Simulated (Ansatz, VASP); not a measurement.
InO5 in VASP and in Ansatz

File INCAR:

```
SYSTEM = InO5
  PREC = Accurate
  ENCUT = 910
  EDIFF = 1E-6
  ISMEAR = 0
  SIGMA = 0.1
  LREAL = .FALSE.
  LASPH = .TRUE.
  NELM = 200
  ALGO = Normal
  ISIF = 2
  LWAVE = .FALSE.
  LCHARG = .FALSE.
  ISPIN = 2
  MAGMOM = 0 1 1 1 1 1
  LORBIT = 11
  GGA = PE
  NBANDS = 34
  GGA_COMPAT = .FALSE.
```

Contents of KPOINTS:

```
Automatic mesh
0
G
  4 4 4
  0 0 0
```

The input POSCAR:

```
InO5
1.0
    0.0000000000      3.3693599700      3.3693599700
    3.3693599700      0.0000000000      3.3693599700
    3.3693599700      3.3693599700      0.0000000000
In O
1 5
Direct
    0.5000000000      0.5000000000      0.5000000000
    0.3667842700      0.3667842700      0.3667842700
    0.3667842700      0.3667842700      0.8996471900
    0.3667842700      0.8996471900      0.3667842700
    0.8996471900      0.3667842700      0.3667842700
    0.0000000000      0.0000000000      0.0000000000
```

Input for Ansatz:

```yaml
crystal:
  lattice:
    - [0.0, 3.36935997, 3.36935997]
    - [3.36935997, 0.0, 3.36935997]
    - [3.36935997, 3.36935997, 0.0]
  atoms:
    - { symbol: In, position: [0.5, 0.5, 0.5] }
    - { symbol: O, position: [0.36678427, 0.36678427, 0.36678427], spin: 1.0 }
    - { symbol: O, position: [0.36678427, 0.36678427, 0.89964719], spin: 1.0 }
    - { symbol: O, position: [0.36678427, 0.89964719, 0.36678427], spin: 1.0 }
    - { symbol: O, position: [0.89964719, 0.36678427, 0.36678427], spin: 1.0 }
    - { symbol: O, position: [0.0, 0.0, 0.0], spin: 1.0 }
basis:
  ecutwfc: 420
kpoints:
  mp_grid: { grid: [4, 4, 4] }
hamiltonian:
  xc: pbe
scf:
  occupations: { method: gaussian, width: 0.1 }
  lower_state_search: "off"
output:
  forces: true
  stress: true
  eigenvalues: true
  populations: true
magnetization:
  spin_polarized: true
```

Alike in both runs: task single point; functional PBE; k mesh 4 × 4 × 4; occupations gaussian, width 0.1 eV; collinear spin.

```csv
,VASP,Ansatz
version,VASP 6.6.1,Ansatz 0.2.0
potentials or method,"VASP PAW PBE potentials, release 64 (In_d, O_h), cutoff 910 eV","scalar-relativistic, plane waves, PAW"
valence electrons in the cell,43,43
```

|  | VASP | Ansatz | Ansatz less VASP |
| --- | --- | --- | --- |
| gap on the k mesh at the Fermi level (eV) | none | none | - |
| rms of the force components (eV/Å) | 9.558 | 10.249 | +0.6908 |
| net moment per atom (μB) | 0.40 | 0.40 | -0.001 |
| size of the moment on the site where the two differ most (μB) | 1.12 | 1.84 | +0.725 |

Site moments also hang on the region over which each program counts them. Atom by atom the forces differ by 0.691 eV/Å (rms over components). A gap of «none» marks a metal or a gap that the smearing closes.

The k mesh is coarse, so the values compare programs but aren't converged. Noted on VASP's run: the cutoff is short for stress, so the pressure is rough.
